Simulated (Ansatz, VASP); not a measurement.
# KI in VASP and in Ansatz

The input INCAR:

```
PREC = Accurate ; ENCUT = 520
EDIFF = 1E-7 ; ISMEAR = 0
SIGMA = 0.05 ; LREAL = False
LASPH = True ; NELM = 80
ALGO = Normal ; ISIF = 2
LWAVE = False ; LCHARG = False
NBANDS = 15
```

KPOINTS

```
Automatic mesh
0
Gamma
  6 6 6
```

The input POSCAR:

```
KI
1.0
    0.0000000000      3.4109309835      3.4109309835
    3.4109309835      0.0000000000      3.4109309835
    3.4109309835      3.4109309835      0.0000000000
K I
1 1
Direct
   -0.0579313979     -0.0579313979      0.0579313979
    0.5178482222      0.5178482222      0.4821517778
```

Input for Ansatz:

```yaml
crystal:
  lattice:
    - [0.0, 3.4109309835, 3.4109309835]
    - [3.4109309835, 0.0, 3.4109309835]
    - [3.4109309835, 3.4109309835, 0.0]
  atoms:
    - { symbol: K, position: [-0.0579313979, -0.0579313979, 0.0579313979] }
    - { symbol: I, position: [0.5178482222, 0.5178482222, 0.4821517778] }
basis:
  ecutwfc: 420
kpoints:
  mp_grid: { grid: [6, 6, 6] }
hamiltonian:
  xc: lda
  pseudopotentials: { kind: paw }
scf:
  occupations: { method: gaussian, width: 0.05 }
output:
  forces: true
  stress: true
  eigenvalues: true
```

Change from the starting cell: mode 6 frozen in at -0.395 Å, equal normal strain along x and y +0.0000.

Alike in both runs: task single point; functional LDA; k mesh 6 × 6 × 6; occupations gaussian, width 0.05 eV; no spin polarisation.

|  | VASP | Ansatz |
| --- | --- | --- |
| version | VASP 6.6.1 | Ansatz 0.2.0 |
| potentials or method | VASP PAW LDA potentials, release 64 (K_sv, I), cutoff 520 eV | scalar-relativistic, plane waves, PAW |
| valence electrons in the cell | 16 | 26 |

Ansatz gave:

```
gap on the k mesh at the Fermi level (eV)                     : 3.89
least direct gap on the mesh (eV)                             : 3.89
pressure (GPa)                                                : 1.8
traceless stress, the component that is largest in VASP (GPa) : 4.42
rms of the force components (eV/Å)                            : 0.780
```

Estimate VASP's values.

gap on the k mesh at the Fermi level (eV): 3.89; least direct gap on the mesh (eV): 3.89; pressure (GPa): 1.9; traceless stress, the component that is largest in VASP (GPa): 4.49; rms of the force components (eV/Å): 0.794.

LDA's correlation is that of Perdew and Zunger in VASP and of Perdew and Wang (1992) in Ansatz. Atom by atom the forces differ by 0.013 eV/Å (rms over components). VASP's potentials hold 16 valence electrons a cell and Ansatz's 26, so a difference there can come from the potentials and not from the codes.

Neither program's run includes spin-orbit coupling.
